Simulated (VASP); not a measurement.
# BN (P6_3/mmc) in VASP: notebook

BN is run at these levels: LDA, PBEsol, PBE, r2SCAN; tasks: single point, relaxation of cell and atoms.

All numbers are computed with VASP 6.6.1; they aren't measurements. Logs are shortened: lines on timing, memory, paths and dates and some standing lists are left out, and cuts for length are marked.

**1. The cell of the first run**

Symmetry: P6_3/mmc, No. 194, hexagonal system. The conventional cell has a = 2.501 Å, b = 2.501 Å, c = 6.893 Å, α = 90.00°, β = 90.00°, γ = 120.00°. B (site symmetry -6m2) has 3 N at 1.44 Å within 1.9 Å. Within 1.9 Å of N (site symmetry -6m2) lie 3 B at 1.44 Å.

**2. Single point, LDA**

File INCAR:

```
PREC = Accurate
ENCUT = 600
EDIFF = 1E-6
ISMEAR = 0
SIGMA = 0.01
LREAL = False
LASPH = True
NELM = 120
ALGO = Normal
ISIF = 2
LWAVE = False
LCHARG = True
GGA = CA
LELF = True
LVHAR = True
NBANDS = 16
GGA_COMPAT = False
```

File KPOINTS:

```
regular mesh
0
Gamma
  12 12 4
```

File POSCAR:

```
BN
1.0
    2.5008383104      0.0000000000      0.0000000000
   -1.2504191552      2.1657895075      0.0000000000
    0.0000000000      0.0000000000      6.8931205922
B N
2 2
Direct
    0.3333333333      0.6666666667      0.2500000000
    0.6666666667      0.3333333333      0.7500000000
    0.6666666667      0.3333333333      0.2500000000
    0.3333333333      0.6666666667      0.7500000000
```

Potentials or basis: VASP PAW LDA potentials, release 64 (B, N).

Launch:

```sh
cat potpaw_LDA.64/B/POTCAR potpaw_LDA.64/N/POTCAR > POTCAR
mpirun -np 1 vasp_std > vasp.out
```

OUTCAR:

```text
PREC = Accurate
   ENCUT = 600
   EDIFF = 1E-6
   ISMEAR = 0
   LREAL = False
   LASPH = True
   NELM = 120
   ISIF = 2
   GGA = CA

 ion  position               nearest neighbor table
   1  0.333  0.667  0.250-   3 1.44   3 1.44   3 1.44
   2  0.667  0.333  0.750-   4 1.44   4 1.44   4 1.44
   3  0.667  0.333  0.250-   1 1.44   1 1.44   1 1.44
   4  0.333  0.667  0.750-   2 1.44   2 1.44   2 1.44

  LATTYP: Found a hexagonal cell.
 ALAT       =     2.5008383104
 C/A-ratio  =     2.7563239749

  Lattice vectors:

 A1 = (   2.5008383104,   0.0000000000,   0.0000000000)
 A2 = (  -1.2504191552,   2.1657895075,   0.0000000000)
 A3 = (   0.0000000000,   0.0000000000,   6.8931205922)

Analysis of symmetry for initial positions (statically):
=====================================================================
 Subroutine PRICEL returns:
 Original cell was already a primitive cell.

 Routine SETGRP: Setting up the symmetry group for a
 hexagonal supercell.

 Subroutine GETGRP returns: Found 24 space group operations
 (whereof 12 operations were pure point group operations)
 out of a pool of 24 trial point group operations.

The static configuration has the point symmetry D_3d.
 The point group associated with its full space group is D_6h.

Analysis of symmetry for dynamics (positions and initial velocities):
=====================================================================
 Subroutine PRICEL returns:
 Original cell was already a primitive cell.

 Routine SETGRP: Setting up the symmetry group for a
 hexagonal supercell.

 Subroutine GETGRP returns: Found 24 space group operations
 (whereof 12 operations were pure point group operations)
 out of a pool of 24 trial point group operations.

The dynamic configuration has the point symmetry D_3d.
 The point group associated with its full space group is D_6h.

 Subroutine INISYM returns: Found 24 space group operations
 (whereof 12 operations are pure point group operations),
 and found     1 'primitive' translations

----------------------------------------------------------------------------------------

                                     Primitive cell

  volume of cell :      37.3351

  direct lattice vectors                    reciprocal lattice vectors
     2.500838310  0.000000000  0.000000000     0.399865915  0.230862694  0.000000000
    -1.250419155  2.165789507  0.000000000     0.000000000  0.461725388  0.000000000
     0.000000000  0.000000000  6.893120592     0.000000000  0.000000000  0.145072175

  length of vectors
     2.500838310  2.500838310  6.893120592     0.461725388  0.461725388  0.145072175

  position of ions in fractional coordinates (direct lattice)
     0.333333333  0.666666667  0.250000000
     0.666666667  0.333333333  0.750000000
     0.666666667  0.333333333  0.250000000
     0.333333333  0.666666667  0.750000000

  ion indices of the primitive-cell ions
   primitive index   ion index
                 1           1
                 2           2
                 3           3
                 4           4

----------------------------------------------------------------------------------------

 KPOINTS: regular mesh

Automatic generation of k-mesh.
 Grid dimensions read from file:
 generate k-points for:   12   12    4

 Generating k-lattice:

  Cartesian coordinates                     Fractional coordinates (reciprocal lattice)
     0.033322160  0.019238558  0.000000000     0.083333333  0.000000000  0.000000000
     0.000000000  0.038477116  0.000000000     0.000000000  0.083333333  0.000000000
     0.000000000  0.000000000  0.036268044     0.000000000  0.000000000  0.250000000

  Length of vectors
     0.038477116  0.038477116  0.036268044

  Shift w.r.t. Gamma in fractional coordinates (k-lattice)
     0.000000000  0.000000000  0.000000000

 Subroutine IBZKPT returns following result:
 ===========================================

 Found     57 irreducible k-points:

 Following reciprocal coordinates:
            Coordinates               Weight
  0.000000  0.000000  0.000000      1.000000
  0.083333  0.000000  0.000000      6.000000
  0.166667  0.000000  0.000000      6.000000
  0.250000  0.000000  0.000000      6.000000
  0.333333  0.000000  0.000000      6.000000
  0.416667  0.000000  0.000000      6.000000
[... 16 lines left out ...]
  0.250000  0.000000  0.250000     12.000000
  0.333333  0.000000  0.250000     12.000000
 [... further k-points ...]
   k-points           NKPTS =     57   k-points in BZ     NKDIM =     57   number of bands    NBANDS=     16
   number of dos      NEDOS =    301   number of ions     NIONS =      4
   total plane-waves  NPLWV =  22400
   dimension x,y,z NGX =    20 NGY =   20 NGZ =   56
   dimension x,y,z NGXF=    40 NGYF=   40 NGZF=  112
   ions per type =               2   2
   NGX,Y,Z   is equivalent  to a cutoff of  13.30, 13.30, 13.51 a.u.
   NGXF,Y,Z  is equivalent  to a cutoff of  26.59, 26.59, 27.01 a.u.
 SYSTEM =  unknown system
   PREC   = accura    normal or accurate (medium, high low for compatibility)
   ISTART =      0    job   : 0-new  1-cont  2-samecut
   ICHARG =      2    charge: 1-file 2-atom 10-const
   ISPIN  =      1    spin polarized calculation?
   LNONCOLLINEAR =      F non collinear calculations
   LSORBIT =      F    spin-orbit coupling
   LASPH  =      T    aspherical Exc in radial PAW
   ENCUT  =  600.0 eV  44.10 Ry    6.64 a.u.   4.99  4.99 13.77*2*pi/ulx,y,z
   NELM   =    120;   NELMIN=  2; NELMDL= -5     # of ELM steps
   EDIFF  = 0.1E-05   stopping-criterion for ELM
   LREAL  =      F    real-space projection
   EDIFFG = 0.1E-04   stopping-criterion for IOM
   NSW    =      0    number of steps for IOM
   IBRION =     -1    ionic relax: 0-MD 1-quasi-New 2-CG
   NFREE  =      0    steps in history (QN), initial steepest desc. (CG)
   ISIF   =      2    stress and relaxation
   ISYM   =      2    0-nonsym 1-usesym 2-fastsym
   POTIM  = 0.5000    time-step for ionic-motion
   TEBEG  =    0.0;   TEEND  =   0.0 temperature during run
   PSTRESS=    0.0 pullay stress
   NELECT =      16.0000    total number of electrons
   NUPDOWN=      -1.0000    fix difference up-down
   EMIN   =  10.00;   EMAX   =-10.00  energy-range for DOS
   EFERMI =   0.00;   METHOD = LEGACY
   ISMEAR =     0;   SIGMA  =   0.01  broadening in eV -4-tet -1-fermi 0-gaus
   EFERMI_NEDOS =   21; number of points for ismear=-14 and -15
   IALGO  =     38    algorithm
   IMIX   =      4    mixing-type and parameters
     AMIX     =   0.40;   BMIX     =  1.00
     AMIX_MAG =   1.60;   BMIX_MAG =  1.00
  volume/ion in A,a.u.               =       9.33        62.99
  Fermi-wavevector in a.u.,A,eV,Ry     =   1.234266  2.332425 20.727300  1.523414
  Thomas-Fermi vector in A             =   2.368963
   LORBIT       =      0    0 simple, 1 ext, 2 COOP (PROOUT), +10 PAW based schemes
   GGA     = CA    functional components
   LHFCALC =     F    Hartree Fock is set to
   AEXX    =    0.0000 exact exchange contribution
   IVDW    =     0    specifies the selected vdW correction
   LEPSILON=     F    determine dielectric tensor
   LRPA    =     F    only Hartree local field effects (RPA)
 non-spin polarized calculation
 Gauss-broadening in eV      SIGMA  =   0.01
  energy-cutoff  :      600.00
  volume of cell :       37.34
 maximum number of plane-waves:      1272
 NGX is ok and might be reduce to    20
   NGX =  9   NGY =  9   NGZ = 27

 number of electron      16.0000002 magnetization

 Free energy of the ion-electron system (eV)
  ---------------------------------------------------
  ext. energy  EPLUGINS =         0.00000000
  ---------------------------------------------------
  free energy    TOTEN  =       -38.57246780 eV

  energy without entropy =      -38.57246780  energy(sigma->0) =      -38.57246780

 E-fermi :   1.9630     XC(G=0): -10.2944

 val. band max:        1.8621164187   @ k =   0.3333   0.3333   0.5000
 cond. band min:       6.0000463927   @ k =   0.5000   0.0000   0.0000
 fundamental gap:      4.1379299740
 Fermi energy:         1.9629630425

 k-point     1 :       0.0000    0.0000    0.0000
  band No.  band energies     occupation
      1     -15.7153      2.00000
      2     -15.4791      2.00000
      3      -4.3318      2.00000
      4      -2.4832      2.00000
      5       0.5220      2.00000
      6       0.5220      2.00000
[... 8 lines left out ...]
     15      14.0117      0.00000
     16      14.7122      0.00000

 k-point     2 :       0.0833    0.0000    0.0000
  band No.  band energies     occupation
      1     -15.5795      2.00000
      2     -15.3470      2.00000
      3      -4.1439      2.00000
      4      -2.3125      2.00000
      5      -0.0258      2.00000
      6      -0.0062      2.00000
[... 8 lines left out ...]
     15      14.2285      0.00000
     16      14.4691      0.00000

 k-point     3 :       0.1667    0.0000    0.0000
  band No.  band energies     occupation
      1     -15.1787      2.00000
      2     -14.9579      2.00000
      3      -3.5868      2.00000
      4      -1.8100      2.00000
      5      -1.4217      2.00000
      6      -1.3976      2.00000
[... 8 lines left out ...]
     15      15.5358      0.00000
     16      15.6240      0.00000

 k-point     4 :       0.2500    0.0000    0.0000
  band No.  band energies     occupation
      1     -14.5387      2.00000
      2     -14.3384      2.00000
      3      -3.2040      2.00000
      4      -3.1630      2.00000
      5      -2.6854      2.00000
      6      -1.1130      2.00000
[... 8 lines left out ...]
     15      16.7305      0.00000
     16      17.7995      0.00000
[... 324 lines left out ...]
 k-point    22 :       0.1667    0.0000    0.2500
  band No.  band energies     occupation
      1     -15.1477      2.00000
      2     -14.9917      2.00000
      3      -3.3702      2.00000
      4      -2.1368      2.00000
      5      -1.4132      2.00000
      6      -1.3878      2.00000
[... 8 lines left out ...]
     15      15.5483      0.00000
     16      15.6106      0.00000

 k-point    23 :       0.2500    0.0000    0.2500
  band No.  band energies     occupation
      1     -14.5104      2.00000
      2     -14.3689      2.00000
      3      -3.2089      2.00000
      4      -3.1744      2.00000
      5      -2.4634      2.00000
      6      -1.2967      2.00000
[... 8 lines left out ...]
     15      17.8119      0.00000
     16      17.8762      0.00000

 k-point    24 :       0.3333    0.0000    0.2500
  band No.  band energies     occupation
      1     -13.7007      2.00000
      2     -13.5821      2.00000
      3      -4.9830      2.00000
      4      -4.9415      2.00000
      5      -1.7377      2.00000
      6      -1.7067      2.00000
[... 8 lines left out ...]
     15      18.2233      0.00000
     16      20.3690      0.00000

 [... further k-points ...]

------------------------ aborting loop because EDIFF is reached ----------------------------------------

  FORCE on cell =-STRESS in cart. coord.  units (eV):
  Direction    XX          YY          ZZ          XY          YZ          ZX
  --------------------------------------------------------------------------------------
  -------------------------------------------------------------------------------------
  Total       -1.0738771     -1.0738771     -0.3226508      0.0000000     -0.0000000      0.0000000
  in kB      -46.0837095    -46.0837095    -13.8460394      0.0000000     -0.0000000      0.0000000
  external PRESSURE =     -35.3378195 kB  Pullay stress =       0.0000000 kB

 VOLUME and BASIS-vectors are now :
 -----------------------------------------------------------------------------
  energy-cutoff  :      600.00
  volume of cell :       37.34
      direct lattice vectors                 reciprocal lattice vectors
     2.500838310  0.000000000  0.000000000     0.399865915  0.230862694  0.000000000
    -1.250419155  2.165789507  0.000000000     0.000000000  0.461725388  0.000000000
     0.000000000  0.000000000  6.893120592     0.000000000  0.000000000  0.145072175

 POSITION                                       TOTAL-FORCE (eV/Angst)
 -----------------------------------------------------------------------------------
     -0.00000      1.44386      1.72328         0.000000     -0.000000      0.000000
      1.25042      0.72193      5.16984        -0.000000     -0.000000      0.000000
      1.25042      0.72193      1.72328        -0.000000      0.000000      0.000000
     -0.00000      1.44386      5.16984         0.000000     -0.000000      0.000000
 -----------------------------------------------------------------------------------
    total drift:                               -0.000000      0.000000      0.000000

  FREE ENERGIE OF THE ION-ELECTRON SYSTEM (eV)
  ---------------------------------------------------
  free  energy   TOTEN  =       -38.5724678011 eV

  energy  without entropy=      -38.5724678011  energy(sigma->0) =      -38.57246780
```

Run time: 54 s. Hardware: 1 thread of Intel Xeon 8259CL, shared host; peak memory 0.16 GiB.

Results:

| Quantity | Value |
| --- | --- |
| Free energy | -38.5725 eV |
| Pressure | -3.5 GPa |
| Band gap on the k mesh | 4.14 eV (least direct gap 4.52 eV) |

Stress tensor (GPa, compression positive):
```
-4.61  0.00  0.00
 0.00 -4.61  0.00
 0.00  0.00 -1.38
```

Levels at points of the mesh, in eV from the valence-band top:
```
           k point  band 4  band 5  band 6  band 7  band 8  band 9  band 10  band 11  band 12  band 13
(0.00, 0.00, 0.00)   -4.35   -1.34   -1.34   -1.31   -1.31    4.70     9.57    11.47    11.47    11.56
(0.50, 0.00, 0.00)   -8.83   -4.16   -4.12   -1.38   -0.52    4.14     5.37     9.47    10.00    12.13
(0.00, 0.00, 0.50)   -5.37   -1.33   -1.33   -1.33   -1.33    6.91     6.91    11.52    11.52    11.52
(0.50, 0.00, 0.50)   -8.86   -4.14   -4.14   -0.94   -0.94    4.58     4.58     9.91     9.91    13.00
```

Caveat: the cell stands under tension.

**3. Single point, PBEsol**

This run uses another cell than the first one, of 9.60 Å³/atom.

File INCAR:

```
SYSTEM = BN
  ALGO = Normal
  EDIFF = 1E-6
  ENCUT = 600
  GGA = PS
  GGA_COMPAT = .FALSE.
  ISIF = 2
  ISMEAR = -1
  LASPH = .TRUE.
  LCHARG = .FALSE.
  LREAL = .FALSE.
  LWAVE = .FALSE.
  NBANDS = 16
  NELM = 120
  PREC = Accurate
  SIGMA = 0.02
```

File KPOINTS:

```
k-points
0
G
  12 12 4
  0 0 0
```

File POSCAR:

```
BN
1.0
    2.5042764074      0.0000000000      0.0000000000
   -1.2521382037      2.1687669869      0.0000000000
    0.0000000000      0.0000000000      7.0702879455
B N
2 2
Direct
    0.3333333333      0.6666666667      0.2500000000
    0.6666666667      0.3333333333      0.7500000000
    0.6666666667      0.3333333333      0.2500000000
    0.3333333333      0.6666666667      0.7500000000
```

Potentials or basis: VASP PAW PBE potentials, release 64 (B, N).

Launch:

```sh
cat potpaw_PBE.64/B/POTCAR potpaw_PBE.64/N/POTCAR > POTCAR
mpirun -np 1 vasp_std > vasp.out
```

Wall time 63 s (1 thread of Intel Xeon 8259CL, shared host); peak memory 0.17 GiB.

The run converged. Its results:

```yaml
Free_energy: -36.5778 eV
Pressure: 0.1 GPa
Band_gap_on_the_k_mesh: 4.27 eV (least direct gap 4.60 eV)
```

Stress tensor (GPa, compression positive):
```
 0.31  0.00  0.00
 0.00  0.31  0.00
 0.00  0.00 -0.28
```

Levels at points of the mesh, in eV from the valence-band top:
```tsv
k point	band 4	band 5	band 6	band 7	band 8	band 9	band 10	band 11	band 12	band 13
(0.00, 0.00, 0.00)	-4.45	-1.31	-1.31	-1.29	-1.29	4.73	9.43	11.52	11.52	11.60
(0.50, 0.00, 0.00)	-8.87	-4.13	-4.09	-1.29	-0.57	4.27	5.34	9.41	9.92	12.25
(0.00, 0.00, 0.50)	-5.32	-1.30	-1.30	-1.30	-1.30	6.79	6.79	11.56	11.56	11.56
(0.50, 0.00, 0.50)	-8.89	-4.11	-4.11	-0.92	-0.92	4.67	4.67	9.80	9.80	13.08
```

Caveat: the PAW data sets were made with another functional, which shifts forces and pressure a little; this functional lacks dispersion, which binds the layers, so the pressure and a relaxed spacing across them are unreliable.

**4. Relaxation of cell and atoms, PBE**

This run uses another cell than the first one, of 4.36 Å³/atom.

File INCAR:

```
SYSTEM = BN
PREC = Accurate
ENCUT = 600
EDIFF = 1E-7
ISMEAR = -1
SIGMA = 0.02
LREAL = .False.
LASPH = .True.
NELM = 120
ALGO = Normal
ISIF = 3
LWAVE = .False.
LCHARG = .False.
GGA = PE
IBRION = 2
NSW = 80
EDIFFG = -0.005
GGA_COMPAT = .False.
NELMIN = 4
```

File KPOINTS:

```
regular mesh
0
Gamma
  12 12 8
  0 0 0
```

File POSCAR:

```
BN
1.0
    2.5265182643      0.0000000000      0.0000000000
   -1.2632591321      2.1880290000      0.0000000000
    0.0000000000      0.0000000000      3.1579800000
B N
2 2
Direct
    0.3333333333      0.6666666667      0.2500000000
    0.6666666667      0.3333333333      0.7500000000
    0.6666666667      0.3333333333      0.2500000000
    0.3333333333      0.6666666667      0.7500000000
```

Launch:

```sh
cat potpaw_PBE.64/B/POTCAR potpaw_PBE.64/N/POTCAR > POTCAR
mpirun -np 1 vasp_std > vasp.out
```

Wall time 5.8 min (1 thread of Intel Xeon 8259CL, shared host); peak memory 0.15 GiB.

The run converged. Its results:

- Free energy: -33.6950 eV
- Relaxed volume: 6.76 Å³/atom
- Relaxed cell: a = 2.520 Å, b = 2.520 Å, c = 4.917 Å, α = 90.00°, β = 90.00°, γ = 120.00°
- Space group after relaxing (to 0.1 Å): P6_3/mmc (No. 194)
- Energy gained by relaxing: 1739.7 meV/atom
- Ionic steps: 14
- Pressure after relaxing: 0.0 GPa
- Band gap on the k mesh: 3.54 eV (least direct gap 4.29 eV)

The path:
```csv
step,energy change (eV),largest force (eV/Å),pressure (GPa),volume (Å³)
1,0.0000,0.0000,212.95,17.46
2,-2.2102,0.0000,-74.61,36.07
3,-4.7586,0.0000,-20.52,25.84
4,-6.4629,0.0000,13.25,24.67
5,-6.5792,0.0000,43.18,23.98
6,-6.6659,0.0000,11.36,27.50
7,-6.8254,0.0000,23.74,25.94
8,-6.8508,0.0000,-18.81,28.15
9,-6.9589,0.0000,-0.43,27.07
10,-6.9589,0.0000,0.00,27.05
11,-6.9589,0.0000,0.13,27.03
12,-6.9589,0.0000,0.24,27.02
13,-6.9589,0.0000,-0.24,27.04
14,-6.9590,0.0000,-0.01,27.03
```

Final structure:
```xyz
4
Lattice="2.5195 0.0000 0.0000 -1.2598 2.1820 0.0000 0.0000 0.0000 4.9172" Properties=species:S:1:pos:R:3 pbc="T T T"
B     0.0000    1.4546    1.2293
B     1.2598    0.7273    3.6879
N     1.2598    0.7273    1.2293
N     0.0000    1.4546    3.6879
```

Levels at points of the mesh, in eV from the valence-band top:
```
           k point  band 5  band 6  band 7  band 8  band 9  band 10  band 11  band 12
(0.00, 0.00, 0.00)   -2.44   -1.93   -1.93   -1.55    7.85    10.06    10.06    11.23
(0.50, 0.00, 0.00)   -5.32   -4.59   -3.93   -0.90    4.26     7.56     8.06     9.52
(0.00, 0.00, 0.50)   -2.19   -2.19   -2.19   -2.19   10.50    10.50    10.50    10.50
(0.50, 0.00, 0.50)   -4.96   -4.96   -1.52   -1.52    4.11     4.11     9.01     9.01
```

Caveat: the volume moved by over 15 % at a fixed basis, so the end points are rough.

[end of part 1 of 2]
